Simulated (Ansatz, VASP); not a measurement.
**Si in VASP and in Ansatz**

```
CELL_PARAMETERS angstrom
0.00000 2.73576 2.73576
2.73576 0.00000 2.73576
2.73576 2.73576 0.00000
ATOMIC_POSITIONS crystal
Si 0.50000 0.50000 0.50000
Si 0.75000 0.75000 0.75000
```

Alike in both runs: task single point; functional HSE06; k mesh 6 × 6 × 6; occupations gaussian, width 0.05 eV; no spin polarisation.

```csv
,VASP,Ansatz
version,VASP 6.6.1,Ansatz 0.2.0
potentials or method,"VASP PAW PBE potentials, release 64 (Si), cutoff 520 eV","scalar-relativistic, plane waves, PAW"
valence electrons in the cell,8,8
```

Ansatz gave:

```
gap on the k mesh at the Fermi level (eV) : 1.32
least direct gap on the mesh (eV)         : 3.30
pressure (GPa)                            : -1.6
```

Question: Which values does VASP return?

Answer: gap on the k mesh at the Fermi level (eV): 1.33; least direct gap on the mesh (eV): 3.31; pressure (GPa): -1.9.

Ansatz's warnings: stress exchange threshold loose, stress scf threshold loose.
